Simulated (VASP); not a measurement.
# PbS (Fm-3m) in VASP: further runs, part 2 of 2

VASP 6.6.1. Earlier steps stand in the parts before.

**3. Single point, PBE**

INCAR

```
PREC = Accurate
ENCUT = 520
EDIFF = 1E-7
ISMEAR = -1
SIGMA = 0.06
LREAL = False
LASPH = True
NELM = 80
ALGO = Normal
ISIF = 2
LWAVE = False
LCHARG = False
GGA = PE
NBANDS = 17
```

KPOINTS

```
regular mesh
0
Gamma
  8 8 8
```

POSCAR

```
PbS
1.0
    0.0000000000      3.0040175000      3.0040175000
    3.0040175000      0.0000000000      3.0040175000
    3.0040175000      3.0040175000      0.0000000000
Pb S
1 1
Direct
    0.0000000000      0.0000000000      0.0000000000
    0.5000000000      0.5000000000      0.5000000000
```

Potentials or basis: VASP PAW PBE potentials, release 64 (Pb_d, S).

Command:

```bash
> cat potpaw_PBE.64/Pb_d/POTCAR potpaw_PBE.64/S/POTCAR > POTCAR
> mpirun -np 1 vasp_std > vasp.out
```

OUTCAR:

```text
PREC = Accurate
   ENCUT = 520
   EDIFF = 1E-7
   ISMEAR = -1
   LREAL = False
   LASPH = True
   NELM = 80
   ISIF = 2
   GGA = PE

 ion  position               nearest neighbor table
   1  0.000  0.000  0.000-   2 3.00   2 3.00   2 3.00   2 3.00   2 3.00   2 3.00
   2  0.500  0.500  0.500-   1 3.00   1 3.00   1 3.00   1 3.00   1 3.00   1 3.00

  LATTYP: Found a face centered cubic cell.
 ALAT       =     6.0080350000

  Lattice vectors:

 A1 = (   0.0000000000,   3.0040175000,   3.0040175000)
 A2 = (   3.0040175000,   0.0000000000,   3.0040175000)
 A3 = (   3.0040175000,   3.0040175000,   0.0000000000)

Analysis of symmetry for initial positions (statically):
=====================================================================
 Subroutine PRICEL returns:
 Original cell was already a primitive cell.

 Routine SETGRP: Setting up the symmetry group for a
 face centered cubic supercell.

 Subroutine GETGRP returns: Found 48 space group operations
 (whereof 48 operations were pure point group operations)
 out of a pool of 48 trial point group operations.

The static configuration has the point symmetry O_h .

Analysis of symmetry for dynamics (positions and initial velocities):
=====================================================================
 Subroutine PRICEL returns:
 Original cell was already a primitive cell.

 Routine SETGRP: Setting up the symmetry group for a
 face centered cubic supercell.

 Subroutine GETGRP returns: Found 48 space group operations
 (whereof 48 operations were pure point group operations)
 out of a pool of 48 trial point group operations.

The dynamic configuration has the point symmetry O_h .

 Subroutine INISYM returns: Found 48 space group operations
 (whereof 48 operations are pure point group operations),
 and found     1 'primitive' translations

----------------------------------------------------------------------------------------
[... 104 lines left out ...]
   NELECT =      20.0000    total number of electrons
   NUPDOWN=      -1.0000    fix difference up-down
   EMIN   =  10.00;   EMAX   =-10.00  energy-range for DOS
   EFERMI =   0.00;   METHOD = LEGACY
   ISMEAR =    -1;   SIGMA  =   0.06  broadening in eV -4-tet -1-fermi 0-gaus
   EFERMI_NEDOS =   21; number of points for ismear=-14 and -15
   IALGO  =     38    algorithm
   IMIX   =      4    mixing-type and parameters
     AMIX     =   0.40;   BMIX     =  1.00
     AMIX_MAG =   1.60;   BMIX_MAG =  1.00
  volume/ion in A,a.u.               =      27.11       182.94
  Fermi-wavevector in a.u.,A,eV,Ry     =   1.174102  2.218730 18.755832  1.378515
  Thomas-Fermi vector in A             =   2.310504
   LORBIT       =      0    0 simple, 1 ext, 2 COOP (PROOUT), +10 PAW based schemes
   GGA     = PE    functional components
   LHFCALC =     F    Hartree Fock is set to
   AEXX    =    0.0000 exact exchange contribution
   IVDW    =     0    specifies the selected vdW correction
   LEPSILON=     F    determine dielectric tensor
   LRPA    =     F    only Hartree local field effects (RPA)
 non-spin polarized calculation
  energy-cutoff  :      520.00
  volume of cell :       54.22
 maximum number of plane-waves:      1476
   NGX = 15   NGY = 15   NGZ = 15

 number of electron      20.0000003 magnetization

 Free energy of the ion-electron system (eV)
  ---------------------------------------------------
  ext. energy  EPLUGINS =         0.00000000
  ---------------------------------------------------
  free energy    TOTEN  =        -8.76993689 eV

  energy without entropy =       -8.76978615  energy(sigma->0) =       -8.76986152

 E-fermi :   5.5357     XC(G=0):  -9.5027

 val. band max:        5.2866750025   @ k =   0.5000   0.0000   0.0000
 cond. band min:       5.7846692476   @ k =   0.5000   0.0000   0.0000
 fundamental gap:      0.4979942451
 Fermi energy:         5.5357497583

 k-point     1 :       0.0000    0.0000    0.0000
  band No.  band energies     occupation
      1     -11.4414      2.00000
      2     -11.4414      2.00000
      3     -11.4414      2.00000
      4     -11.4241      2.00000
      5     -11.4241      2.00000
      6      -7.9325      2.00000
[... 457 lines left out ...]
      4     -11.4158      2.00000
      5     -11.3978      2.00000
      6      -6.5871      2.00000
[... 9 lines left out ...]
     16      16.2502      0.00000
     17      16.4504      0.00000

 [... further k-points ...]
[... 5 lines left out ...]
  --------------------------------------------------------------------------------------
  -------------------------------------------------------------------------------------
  Total       -0.0184136     -0.0184136     -0.0184136     -0.0000000     -0.0000000      0.0000000
  in kB       -0.5441423     -0.5441423     -0.5441423     -0.0000000     -0.0000000      0.0000000
  external PRESSURE =      -0.5441423 kB  Pullay stress =       0.0000000 kB

 VOLUME and BASIS-vectors are now :
 -----------------------------------------------------------------------------
  energy-cutoff  :      520.00
  volume of cell :       54.22
      direct lattice vectors                 reciprocal lattice vectors
     0.000000000  3.004017500  3.004017500    -0.166443771  0.166443771  0.166443771
     3.004017500  0.000000000  3.004017500     0.166443771 -0.166443771  0.166443771
     3.004017500  3.004017500  0.000000000     0.166443771  0.166443771 -0.166443771

 POSITION                                       TOTAL-FORCE (eV/Angst)
 -----------------------------------------------------------------------------------
      0.00000      0.00000      0.00000        -0.000000     -0.000000     -0.000000
      3.00402      3.00402      3.00402         0.000000      0.000000      0.000000
 -----------------------------------------------------------------------------------
    total drift:                                0.000000     -0.000000     -0.000000

  FREE ENERGIE OF THE ION-ELECTRON SYSTEM (eV)
  ---------------------------------------------------
  free  energy   TOTEN  =        -8.7699368881 eV

  energy  without entropy=       -8.7697861502  energy(sigma->0) =       -8.76986152
```

OSZICAR:

```text
N       E                     dE             d eps       ncg     rms          rms(c)
DAV:   1     0.161550224714E+03    0.16155E+03   -0.97817E+03   986   0.125E+03
DAV:   2     0.283322957547E+01   -0.15872E+03   -0.15255E+03  1077   0.312E+02
DAV:   3    -0.898272403889E+01   -0.11816E+02   -0.11648E+02  1283   0.900E+01
DAV:   4    -0.927678874985E+01   -0.29406E+00   -0.29387E+00  1273   0.159E+01
DAV:   5    -0.928733838984E+01   -0.10550E-01   -0.10549E-01  1421   0.283E+00    0.436E+00
DAV:   6    -0.876488537567E+01    0.52245E+00   -0.15273E+00  1529   0.804E+00    0.307E+00
DAV:   7    -0.876649699079E+01   -0.16116E-02   -0.14475E-01  1152   0.186E+00    0.181E+00
DAV:   8    -0.877032291633E+01   -0.38259E-02   -0.17595E-02  1165   0.139E+00    0.324E-01
DAV:   9    -0.876971093159E+01    0.61198E-03   -0.39561E-03  1532   0.521E-01    0.920E-02
DAV:  10    -0.876992944195E+01   -0.21851E-03   -0.41404E-04  1136   0.114E-01    0.662E-02
DAV:  11    -0.876993592749E+01   -0.64855E-05   -0.59750E-05  1342   0.832E-02    0.158E-02
DAV:  12    -0.876993691392E+01   -0.98643E-06   -0.41760E-06  1301   0.212E-02    0.446E-03
DAV:  13    -0.876993688805E+01    0.25867E-07   -0.23394E-07  1244   0.476E-03
   1 F= -.87699369E+01 E0= -.87698615E+01  d E =-.150738E-03
```

Run time: 9.2 s. Hardware: 1 thread of Intel Xeon 6975P-C (Granite Rapids), shared host; peak memory 0.18 GiB.

Results:

```yaml
Free_energy: -8.7699 eV
Pressure: -0.1 GPa
Band_gap_on_the_k_mesh: 0.50 eV, direct
```

Caveat: spin-orbit coupling is left out, which moves the levels of the heavy elements. A k mesh can miss the band edges.

**4. Single point, PBEsol**

INCAR

```
SYSTEM = PbS
  PREC = Accurate
  ENCUT = 520
  EDIFF = 1E-6
  ISMEAR = -1
  SIGMA = 0.06
  LREAL = .FALSE.
  LASPH = .TRUE.
  NELM = 60
  ALGO = Normal
  ISIF = 2
  LWAVE = .FALSE.
  LCHARG = .TRUE.
  GGA = PS
  LELF = .TRUE.
  LVHAR = .TRUE.
  NBANDS = 17
```

KPOINTS

```
regular mesh
0
G
  8 8 8
  0 0 0
```

POSCAR is that of step 3.

Command:

```bash
> cat potpaw_PBE.64/Pb_d/POTCAR potpaw_PBE.64/S/POTCAR > POTCAR
> mpirun -np 1 vasp_std > vasp.out
```

It took 8.8 s on 1 thread of Intel Xeon 6975P-C (Granite Rapids), shared host; peak memory 0.17 GiB.

The run converged. Its results:

```yaml
Free_energy: -9.4321 eV
Pressure: -2.9 GPa
Band_gap_on_the_k_mesh: 0.39 eV, direct
```

Levels at points of the mesh, in eV from the valence-band top:
| k point | band 8 | band 9 | band 10 | band 11 | band 12 | band 13 |
| --- | --- | --- | --- | --- | --- | --- |
| (0.00, 0.00, 0.00) | -1.94 | -1.94 | -1.94 | 5.09 | 5.09 | 5.09 |
| (0.50, 0.00, 0.00) | -1.58 | -1.58 | 0.00 | 0.39 | 2.02 | 2.02 |
| (0.50, 0.50, 0.00) | -4.89 | -3.18 | -3.18 | 3.93 | 5.44 | 5.54 |

Caveat: the PAW data sets were made with another functional, which shifts forces and pressure a little; spin-orbit coupling is left out, which moves the levels of the heavy elements. A k mesh can miss the band edges.

**5. Single point, LDA**

INCAR

```
SYSTEM = PbS
PREC     = Accurate       ! precision mode
ENCUT    = 520            ! plane-wave cutoff, eV
EDIFF    = 1E-7           ! SCF threshold, eV
ISMEAR   = -1             ! smearing method
SIGMA    = 0.06           ! smearing width, eV
LREAL    = .FALSE.        ! projectors in reciprocal space
LASPH    = .TRUE.         ! aspherical terms in the spheres
NELM     = 80             ! most SCF steps
ALGO     = Normal         ! electronic algorithm
ISIF     = 2              ! what is computed and relaxed
LWAVE    = .FALSE.        ! write WAVECAR
LCHARG   = .TRUE.         ! write CHGCAR
GGA      = CA             ! functional
LELF     = .TRUE.         ! ELF
LVHAR    = .TRUE.       
NBANDS   = 17             ! bands
```

KPOINTS

```
Automatic mesh
0
G
  8 8 8
  0 0 0
```

POSCAR is that of step 4.

Potentials or basis: VASP PAW LDA potentials, release 64 (Pb_d, S).

Command:

```bash
> cat potpaw_LDA.64/Pb_d/POTCAR potpaw_LDA.64/S/POTCAR > POTCAR
> mpirun -np 1 vasp_std > vasp.out
```

It took 8.8 s on 1 thread of Intel Xeon 6975P-C (Granite Rapids), shared host; peak memory 0.16 GiB.

The run converged. Its results:

```yaml
Free_energy: -9.9382 eV
Pressure: -4.4 GPa
Band_gap_on_the_k_mesh: 0.34 eV, direct
```

Levels at points of the mesh, in eV from the valence-band top:
```csv
k point,band 7,band 8,band 9,band 10,band 11,band 12,band 13,band 14
"(0.00, 0.00, 0.00)",-6.11,-1.94,-1.94,-1.94,4.99,4.99,4.99,6.77
"(0.50, 0.00, 0.00)",-8.67,-1.56,-1.56,0.00,0.34,1.95,1.95,8.46
"(0.50, 0.50, 0.00)",-7.19,-4.90,-3.18,-3.18,3.92,5.37,5.45,5.45
```

Caveat: spin-orbit coupling is left out, which moves the levels of the heavy elements. A k mesh can miss the band edges.

**6. Single point, PBE**

INCAR

```
SYSTEM = PbS
  PREC = Accurate
  ENCUT = 520
  EDIFF = 1E-6
  ISMEAR = -1
  SIGMA = 0.06
  LREAL = .False.
  LASPH = .True.
  NELM = 80
  ALGO = Normal
  ISIF = 2
  LWAVE = .False.
  LCHARG = .False.
  GGA = PE
  NBANDS = 17
```

KPOINTS

```
Automatic mesh
0
Gamma
  8 8 8
  0 0 0
```

POSCAR is that of step 5.

Potentials or basis: VASP PAW PBE potentials, release 64 (Pb_d, S).

Command:

```bash
> cat potpaw_PBE.64/Pb_d/POTCAR potpaw_PBE.64/S/POTCAR > POTCAR
> mpirun -np 1 vasp_std > vasp.out
```

Wall time 8.9 s (1 thread of Intel Xeon 6975P-C (Granite Rapids), shared host); peak memory 0.18 GiB.

It converged, with:

```
Free energy            : -8.7699 eV
Pressure               : -0.1 GPa
Band gap on the k mesh : 0.50 eV, direct
```

Levels at points of the mesh, in eV from the valence-band top:
```
           k point  band 8  band 9  band 10  band 11  band 12  band 13
(0.00, 0.00, 0.00)   -1.95   -1.95    -1.95     5.14     5.14     5.14
(0.50, 0.00, 0.00)   -1.58   -1.58     0.00     0.50     2.08     2.08
(0.50, 0.50, 0.00)   -4.83   -3.16    -3.16     4.07     5.48     5.58
```

Caveat: spin-orbit coupling is left out, which moves the levels of the heavy elements. A k mesh can miss the band edges.

**7. Single point, PBEsol**

INCAR

```
PREC = Accurate
ENCUT = 520
EDIFF = 1E-6
ISMEAR = -1
SIGMA = 0.06
LREAL = False
LASPH = True
NELM = 60
ALGO = Normal
ISIF = 2
LWAVE = False
LCHARG = False
GGA = PS
NBANDS = 17
```

KPOINTS

```
regular mesh
0
Gamma
  8 8 8
```

POSCAR is that of step 6.

Command:

```bash
> cat potpaw_PBE.64/Pb_d/POTCAR potpaw_PBE.64/S/POTCAR > POTCAR
> mpirun -np 1 vasp_std > vasp.out
```

It took 8.9 s on 1 thread of Intel Xeon 6975P-C (Granite Rapids), shared host; peak memory 0.17 GiB.

Results (log left out):

| Property | Result |
| --- | --- |
| Free energy | -9.4321 eV |
| Pressure | -2.9 GPa |
| Band gap on the k mesh | 0.39 eV, direct |

Levels at points of the mesh, in eV from the valence-band top:
| k point | band 8 | band 9 | band 10 | band 11 | band 12 | band 13 |
| --- | --- | --- | --- | --- | --- | --- |
| (0.00, 0.00, 0.00) | -1.94 | -1.94 | -1.94 | 5.09 | 5.09 | 5.09 |
| (0.50, 0.00, 0.00) | -1.58 | -1.58 | 0.00 | 0.39 | 2.02 | 2.02 |
| (0.50, 0.50, 0.00) | -4.89 | -3.18 | -3.18 | 3.93 | 5.44 | 5.54 |

Caveat: the PAW data sets were made with another functional, which shifts forces and pressure a little; spin-orbit coupling is left out, which moves the levels of the heavy elements.

**8. The runs side by side**

```tsv
level	potentials or basis	gap on the mesh (eV)	pressure (GPa)
LDA	VASP PAW LDA potentials, release 64 (Pb_d, S)	0.34	-4.4
PBE	VASP PAW PBE potentials, release 64 (Pb_d, S)	0.50	-0.1
PBEsol	VASP PAW PBE potentials, release 64 (Pb_d, S)	0.39	-2.9
```

Alike in all rows: task single point; no spin polarisation; cell as given; k mesh 8 × 8 × 8; cutoff (eV) 520; smearing fermi-dirac 0.06 eV.

Caveats: spin-orbit coupling is left out, which moves the levels of the heavy elements; the PAW data sets were made with another functional, which shifts forces and pressure a little (some runs).

Total energies depend on the potentials used, so only differences within one code and one set of settings carry meaning.
